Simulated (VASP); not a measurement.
**AlN: vibrations by perturbation theory with PBEsol**

The system is AlN.

```
Al N
1.0
     0.00000    2.19957    2.19957
     2.19957    0.00000    2.19957
     2.19957    2.19957    0.00000
Al N
1 1
Cartesian
  0.0000 0.0000 0.0000
  1.0998 1.0998 1.0998
```

This cell differs from its parent crystal: volume scaled by 1.015.

```json
{
  "Program": "VASP 6.6.1",
  "Task": "vibrations by perturbation theory",
  "Functional": "PBEsol",
  "Potentials or basis": "VASP PAW PBE potentials, release 64 (Al, N)",
  "Cutoff": "600 eV",
  "k mesh": "8 × 8 × 8",
  "Occupations": "gaussian, width 0.01 eV",
  "Spin": "no spin polarisation",
  "Dipole correction": "no",
  "Further INCAR settings": "ALGO = Normal; EDIFF = 1e-08; IBRION = 8; NSW = 1"
}
```

```
Highest phonon frequency at Γ, LO-TO splitting left out : 638 cm⁻¹
```

Phonon frequencies in cm⁻¹ (negative: imaginary):
```
              q point        frequencies
(0.000, 0.000, 0.000)  0 0 0 638 638 638
```

Wall time 42 s on 1 thread of AMD EPYC 9R45 96-Core Processor (Zen 5), on a shared host, peak memory 0.17 GiB.

Caveat: the cell wasn't relaxed at this level first, which shifts response properties.
